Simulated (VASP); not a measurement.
# TlZnBr3 (Pm-3m) in VASP: a series of runs

TlZnBr3 is run at these levels: PBE; tasks: single point.

Everything below comes from runs of VASP 6.6.1. Logs are shortened: lines on timing, memory, paths and dates and some standing lists are left out, and cuts for length are marked.

**1. The cell of the first run**

It takes space group Pm-3m (No. 221, cubic). The conventional cell has a = 5.162 Å, b = 5.162 Å, c = 5.162 Å, α = 90.00°, β = 90.00°, γ = 90.00°. Within 4.8 Å of Tl (site symmetry m-3m) lie 12 Br at 3.65 Å and 8 Zn at 4.47 Å. Zn (site symmetry m-3m) has 6 Br at 2.58 Å within 3.4 Å. Within 3.4 Å of Br (site symmetry 4/mmm) lie 2 Zn at 2.58 Å.

**2. Single point, PBE (volume changed by -6%)**

The input, INCAR:

```
SYSTEM = TlZnBr3
PREC = Accurate
ENCUT = 520
EDIFF = 1E-6
ISMEAR = 0
SIGMA = 0.01
LREAL = .FALSE.
LASPH = .TRUE.
NELM = 80
ALGO = Normal
ISIF = 2
LWAVE = .FALSE.
LCHARG = .FALSE.
GGA = PE
NBANDS = 31
```

The input, KPOINTS:

```
Automatic mesh
0
G
  4 4 4
  0 0 0
```

The input, POSCAR:

```
TlZnBr3
1.0
    5.1616713609      0.0000000000      0.0000000000
    0.0000000000      5.1616713609      0.0000000000
    0.0000000000      0.0000000000      5.1616713609
Tl Zn Br
1 1 3
Direct
    0.0000000000      0.0000000000      0.0000000000
    0.5000000000      0.5000000000      0.5000000000
    0.5000000000      0.5000000000      0.0000000000
    0.5000000000      0.0000000000      0.5000000000
    0.0000000000      0.5000000000      0.5000000000
```

Potentials or basis: VASP PAW PBE potentials, release 64 (Tl_d, Zn, Br).

On the command line:

```console
> cat potpaw_PBE.64/Tl_d/POTCAR potpaw_PBE.64/Zn/POTCAR potpaw_PBE.64/Br/POTCAR > POTCAR
> mpirun -np 1 vasp_std > vasp.out
```

OUTCAR:

```text
SYSTEM = TlZnBr3
   PREC = Accurate
   ENCUT = 520
   EDIFF = 1E-6
   ISMEAR = 0
   LREAL = .FALSE.
   LASPH = .TRUE.
   NELM = 80
   ISIF = 2
   GGA = PE

 ion  position               nearest neighbor table
   1  0.000  0.000  0.000-
   2  0.500  0.500  0.500-   3 2.58   4 2.58   5 2.58   3 2.58   4 2.58   5 2.58
   3  0.500  0.500  0.000-   2 2.58   2 2.58
   4  0.500  0.000  0.500-   2 2.58   2 2.58
   5  0.000  0.500  0.500-   2 2.58   2 2.58

  LATTYP: Found a simple cubic cell.
 ALAT       =     5.1616713609

  Lattice vectors:

 A1 = (   5.1616713609,   0.0000000000,   0.0000000000)
 A2 = (   0.0000000000,   5.1616713609,   0.0000000000)
 A3 = (   0.0000000000,   0.0000000000,   5.1616713609)

Analysis of symmetry for initial positions (statically):
=====================================================================
 Subroutine PRICEL returns:
 Original cell was already a primitive cell.

 Routine SETGRP: Setting up the symmetry group for a
 simple cubic supercell.

 Subroutine GETGRP returns: Found 48 space group operations
 (whereof 48 operations were pure point group operations)
 out of a pool of 48 trial point group operations.

The static configuration has the point symmetry O_h .

Analysis of symmetry for dynamics (positions and initial velocities):
=====================================================================
 Subroutine PRICEL returns:
 Original cell was already a primitive cell.

 Routine SETGRP: Setting up the symmetry group for a
 simple cubic supercell.

 Subroutine GETGRP returns: Found 48 space group operations
 (whereof 48 operations were pure point group operations)
 out of a pool of 48 trial point group operations.

The dynamic configuration has the point symmetry O_h .

 Subroutine INISYM returns: Found 48 space group operations
 (whereof 48 operations are pure point group operations),
 and found     1 'primitive' translations

----------------------------------------------------------------------------------------

                                     Primitive cell

  volume of cell :     137.5216

  direct lattice vectors                    reciprocal lattice vectors
     5.161671361  0.000000000  0.000000000     0.193735697  0.000000000  0.000000000
     0.000000000  5.161671361  0.000000000     0.000000000  0.193735697  0.000000000
     0.000000000  0.000000000  5.161671361     0.000000000  0.000000000  0.193735697

  length of vectors
     5.161671361  5.161671361  5.161671361     0.193735697  0.193735697  0.193735697

  position of ions in fractional coordinates (direct lattice)
     0.000000000  0.000000000  0.000000000
     0.500000000  0.500000000  0.500000000
     0.500000000  0.500000000  0.000000000
     0.500000000  0.000000000  0.500000000
     0.000000000  0.500000000  0.500000000

  ion indices of the primitive-cell ions
   primitive index   ion index
                 1           1
                 2           2
                 3           3
                 4           4
                 5           5

----------------------------------------------------------------------------------------

 KPOINTS: Automatic mesh

Automatic generation of k-mesh.
 Grid dimensions read from file:
 generate k-points for:    4    4    4

 Generating k-lattice:

  Cartesian coordinates                     Fractional coordinates (reciprocal lattice)
     0.048433924  0.000000000  0.000000000     0.250000000  0.000000000  0.000000000
     0.000000000  0.048433924  0.000000000     0.000000000  0.250000000  0.000000000
     0.000000000  0.000000000  0.048433924     0.000000000  0.000000000  0.250000000

  Length of vectors
     0.048433924  0.048433924  0.048433924

  Shift w.r.t. Gamma in fractional coordinates (k-lattice)
     0.000000000  0.000000000  0.000000000

 Subroutine IBZKPT returns following result:
 ===========================================

 Found     10 irreducible k-points:

 Following reciprocal coordinates:
            Coordinates               Weight
  0.000000  0.000000  0.000000      1.000000
  0.250000  0.000000  0.000000      6.000000
  0.500000  0.000000  0.000000      3.000000
  0.250000  0.250000  0.000000     12.000000
  0.500000  0.250000  0.000000     12.000000
  0.500000  0.500000  0.000000      3.000000
  0.250000  0.250000  0.250000      8.000000
  0.500000  0.250000  0.250000     12.000000
  0.500000  0.500000  0.250000      6.000000
  0.500000  0.500000  0.500000      1.000000
   k-points           NKPTS =     10   k-points in BZ     NKDIM =     10   number of bands    NBANDS=     31
   number of dos      NEDOS =    301   number of ions     NIONS =      5
   total plane-waves  NPLWV =  64000
   dimension x,y,z NGX =    40 NGY =   40 NGZ =   40
   dimension x,y,z NGXF=    80 NGYF=   80 NGZF=   80
   ions per type =               1   1   3
   NGX,Y,Z   is equivalent  to a cutoff of  12.88, 12.88, 12.88 a.u.
   NGXF,Y,Z  is equivalent  to a cutoff of  25.77, 25.77, 25.77 a.u.
 SYSTEM =  TlZnBr3
   PREC   = accura    normal or accurate (medium, high low for compatibility)
   ISTART =      0    job   : 0-new  1-cont  2-samecut
   ICHARG =      2    charge: 1-file 2-atom 10-const
   ISPIN  =      1    spin polarized calculation?
   LNONCOLLINEAR =      F non collinear calculations
   LSORBIT =      F    spin-orbit coupling
   LASPH  =      T    aspherical Exc in radial PAW
   ENCUT  =  520.0 eV  38.22 Ry    6.18 a.u.   9.60  9.60  9.60*2*pi/ulx,y,z
   NELM   =     80;   NELMIN=  2; NELMDL= -5     # of ELM steps
   EDIFF  = 0.1E-05   stopping-criterion for ELM
   LREAL  =      F    real-space projection
   EDIFFG = 0.1E-04   stopping-criterion for IOM
   NSW    =      0    number of steps for IOM
   IBRION =     -1    ionic relax: 0-MD 1-quasi-New 2-CG
   NFREE  =      0    steps in history (QN), initial steepest desc. (CG)
   ISIF   =      2    stress and relaxation
   ISYM   =      2    0-nonsym 1-usesym 2-fastsym
   POTIM  = 0.5000    time-step for ionic-motion
   TEBEG  =    0.0;   TEEND  =   0.0 temperature during run
   PSTRESS=    0.0 pullay stress
   NELECT =      46.0000    total number of electrons
   NUPDOWN=      -1.0000    fix difference up-down
   EMIN   =  10.00;   EMAX   =-10.00  energy-range for DOS
   EFERMI =   0.00;   METHOD = LEGACY
   ISMEAR =     0;   SIGMA  =   0.01  broadening in eV -4-tet -1-fermi 0-gaus
   EFERMI_NEDOS =   21; number of points for ismear=-14 and -15
   IALGO  =     38    algorithm
   IMIX   =      4    mixing-type and parameters
     AMIX     =   0.40;   BMIX     =  1.00
     AMIX_MAG =   1.60;   BMIX_MAG =  1.00
  volume/ion in A,a.u.               =      27.50       185.61
  Fermi-wavevector in a.u.,A,eV,Ry     =   1.136415  2.147514 17.571106  1.291440
  Thomas-Fermi vector in A             =   2.273120
   LORBIT       =      0    0 simple, 1 ext, 2 COOP (PROOUT), +10 PAW based schemes
   GGA     = PE    functional components
   LHFCALC =     F    Hartree Fock is set to
   AEXX    =    0.0000 exact exchange contribution
   IVDW    =     0    specifies the selected vdW correction
   LEPSILON=     F    determine dielectric tensor
   LRPA    =     F    only Hartree local field effects (RPA)
 non-spin polarized calculation
 Gauss-broadening in eV      SIGMA  =   0.01
  energy-cutoff  :      520.00
  volume of cell :      137.52
 maximum number of plane-waves:      3743
 NGX is ok and might be reduce to    40
   NGX = 19   NGY = 19   NGZ = 19

 number of electron      45.9999966 magnetization

 Free energy of the ion-electron system (eV)
  ---------------------------------------------------
  ext. energy  EPLUGINS =         0.00000000
  ---------------------------------------------------
  free energy    TOTEN  =       -12.03371950 eV

  energy without entropy =      -12.03371950  energy(sigma->0) =      -12.03371950

 E-fermi :   1.4521     XC(G=0):  -9.0297

 val. band max:        1.3465407373   @ k =   0.5000   0.5000   0.0000
 cond. band min:       1.6879994679   @ k =   0.0000   0.0000   0.0000
 fundamental gap:      0.3414587305
 Fermi energy:         1.4521048568

 k-point     1 :       0.0000    0.0000    0.0000
  band No.  band energies     occupation
      1     -12.9120      2.00000
      2     -11.9380      2.00000
      3     -11.9380      2.00000
      4      -8.2900      2.00000
      5      -8.2900      2.00000
      6      -8.2900      2.00000
[... 23 lines left out ...]
     30       9.0205      0.00000
     31       9.0205      0.00000

 k-point     2 :       0.2500    0.0000    0.0000
  band No.  band energies     occupation
      1     -12.7909      2.00000
      2     -12.0454      2.00000
      3     -11.9315      2.00000
      4      -8.2965      2.00000
      5      -8.2953      2.00000
      6      -8.2953      2.00000
[... 23 lines left out ...]
     30       9.4884      0.00000
     31      10.1144      0.00000

 k-point     3 :       0.5000    0.0000    0.0000
  band No.  band energies     occupation
      1     -12.6063      2.00000
      2     -12.2171      2.00000
      3     -11.9249      2.00000
      4      -8.3046      2.00000
      5      -8.3005      2.00000
      6      -8.3005      2.00000
[... 23 lines left out ...]
     30      10.5163      0.00000
     31      11.3690      0.00000

 k-point     4 :       0.2500    0.2500    0.0000
  band No.  band energies     occupation
      1     -12.6767      2.00000
      2     -12.0692      2.00000
      3     -11.9933      2.00000
      4      -8.2993      2.00000
      5      -8.2950      2.00000
      6      -8.2946      2.00000
[... 23 lines left out ...]
     30      10.1907      0.00000
     31      10.2406      0.00000

 k-point     5 :       0.5000    0.2500    0.0000
  band No.  band energies     occupation
      1     -12.4973      2.00000
      2     -12.2052      2.00000
      3     -12.0085      2.00000
      4      -8.2999      2.00000
      5      -8.2997      2.00000
      6      -8.2944      2.00000
[... 23 lines left out ...]
     30      10.0269      0.00000
     31      10.7128      0.00000

 k-point     6 :       0.5000    0.5000    0.0000
  band No.  band energies     occupation
      1     -12.2870      2.00000
      2     -12.1931      2.00000
      3     -12.1931      2.00000
      4      -8.2993      2.00000
      5      -8.2993      2.00000
      6      -8.2973      2.00000
[... 23 lines left out ...]
     30      10.4916      0.00000
     31      11.7863      0.00000

 k-point     7 :       0.2500    0.2500    0.2500
  band No.  band energies     occupation
      1     -12.5732      2.00000
      2     -12.0641      2.00000
      3     -12.0641      2.00000
      4      -8.2962      2.00000
      5      -8.2962      2.00000
      6      -8.2925      2.00000
[... 23 lines left out ...]
     30      10.0259      0.00000
     31      10.3313      0.00000

 k-point     8 :       0.5000    0.2500    0.2500
  band No.  band energies     occupation
      1     -12.4075      2.00000
      2     -12.1971      2.00000
      3     -12.0590      2.00000
      4      -8.2931      2.00000
      5      -8.2931      2.00000
      6      -8.2886      2.00000
[... 23 lines left out ...]
     30       9.8360      0.00000
     31      10.8554      0.00000

 k-point     9 :       0.5000    0.5000    0.2500
  band No.  band energies     occupation
      1     -12.2370      2.00000
      2     -12.1891      2.00000
      3     -12.1891      2.00000
      4      -8.2890      2.00000
      5      -8.2868      2.00000
      6      -8.2868      2.00000
[... 23 lines left out ...]
     30       9.3565      0.00000
     31      11.7294      0.00000

 k-point    10 :       0.5000    0.5000    0.5000
  band No.  band energies     occupation
      1     -12.1851      2.00000
      2     -12.1851      2.00000
      3     -12.1851      2.00000
      4      -8.2806      2.00000
      5      -8.2806      2.00000
      6      -8.2740      2.00000
[... 23 lines left out ...]
     30       8.8692      0.00000
     31      11.1566      0.00000

------------------------ aborting loop because EDIFF is reached ----------------------------------------

  FORCE on cell =-STRESS in cart. coord.  units (eV):
  Direction    XX          YY          ZZ          XY          YZ          ZX
  --------------------------------------------------------------------------------------
  -------------------------------------------------------------------------------------
  Total        1.8819762      1.8819762      1.8819762      0.0000000      0.0000000      0.0000000
  in kB       21.9257100     21.9257100     21.9257100      0.0000000      0.0000000      0.0000000
  external PRESSURE =      21.9257100 kB  Pullay stress =       0.0000000 kB

 VOLUME and BASIS-vectors are now :
 -----------------------------------------------------------------------------
  energy-cutoff  :      520.00
  volume of cell :      137.52
      direct lattice vectors                 reciprocal lattice vectors
     5.161671361  0.000000000  0.000000000     0.193735697  0.000000000  0.000000000
     0.000000000  5.161671361  0.000000000     0.000000000  0.193735697  0.000000000
     0.000000000  0.000000000  5.161671361     0.000000000  0.000000000  0.193735697

 POSITION                                       TOTAL-FORCE (eV/Angst)
 -----------------------------------------------------------------------------------
      0.00000      0.00000      0.00000         0.000000      0.000000      0.000000
      2.58084      2.58084      2.58084         0.000000      0.000000      0.000000
      2.58084      2.58084      0.00000         0.000000      0.000000      0.000000
      2.58084      0.00000      2.58084         0.000000      0.000000      0.000000
      0.00000      2.58084      2.58084         0.000000      0.000000      0.000000
 -----------------------------------------------------------------------------------
    total drift:                               -0.000000      0.000000     -0.000000

  FREE ENERGIE OF THE ION-ELECTRON SYSTEM (eV)
  ---------------------------------------------------
  free  energy   TOTEN  =       -12.0337195027 eV

  energy  without entropy=      -12.0337195027  energy(sigma->0) =      -12.03371950
```

It took 18 s on 1 thread of Intel Xeon 6975P-C (Granite Rapids), shared host; peak memory 0.25 GiB.

What came out:

| Item | Value |
| --- | --- |
| Free energy | -12.0337 eV |
| Pressure | 2.2 GPa |
| Band gap on the k mesh | 0.34 eV, indirect (least direct gap 1.07 eV) |

Caveat: spin-orbit coupling is left out, which moves the levels of the heavy elements.

**3. Single point, PBE (volume changed by -3%)**

The input, INCAR:

```
PREC = Accurate ; ENCUT = 520
EDIFF = 1E-6 ; ISMEAR = 0
SIGMA = 0.01 ; LREAL = False
LASPH = True ; NELM = 80
ALGO = Normal ; ISIF = 2
LWAVE = False ; LCHARG = False
GGA = PE ; NBANDS = 31
```

The input, KPOINTS:

```
Automatic mesh
0
Gamma
  4 4 4
```

POSCAR: that of step 2 with these lines changed.

```diff
@@ -2,5 +2,5 @@
 1.0
-    5.1616713609      0.0000000000      0.0000000000
-    0.0000000000      5.1616713609      0.0000000000
-    0.0000000000      0.0000000000      5.1616713609
+    5.2160087367      0.0000000000      0.0000000000
+    0.0000000000      5.2160087367      0.0000000000
+    0.0000000000      0.0000000000      5.2160087367
 Tl Zn Br
```

Potentials or basis: VASP PAW PBE potentials, release 64 (Tl_d, Zn, Br).

On the command line:

```console
> cat potpaw_PBE.64/Tl_d/POTCAR potpaw_PBE.64/Zn/POTCAR potpaw_PBE.64/Br/POTCAR > POTCAR
> mpirun -np 1 vasp_std > vasp.out
```

It took 19 s on 1 thread of Intel Xeon 6975P-C (Granite Rapids), shared host; peak memory 0.26 GiB.

The run converged. Its results:

* Free energy: -12.0780 eV
* Pressure: 1.0 GPa
* Band gap on the k mesh: 0.27 eV, indirect (least direct gap 0.96 eV)

Levels at points of the mesh, in eV from the valence-band top:
| k point | band 20 | band 21 | band 22 | band 23 | band 24 | band 25 | band 26 | band 27 |
| --- | --- | --- | --- | --- | --- | --- | --- | --- |
| (0.00, 0.00, 0.00) | -0.87 | -0.69 | -0.69 | -0.69 | 0.27 | 5.85 | 5.85 | 5.85 |
| (0.50, 0.00, 0.00) | -1.07 | -0.66 | -0.66 | -0.65 | 3.11 | 3.74 | 4.98 | 4.98 |
| (0.50, 0.50, 0.00) | -1.17 | -1.12 | -0.27 | 0.00 | 4.08 | 4.76 | 4.76 | 5.30 |
| (0.50, 0.50, 0.50) | -0.25 | 0.00 | 0.00 | 0.00 | 5.31 | 5.31 | 5.31 | 5.79 |

Caveat: spin-orbit coupling is left out, which moves the levels of the heavy elements. A k mesh can miss the band edges.
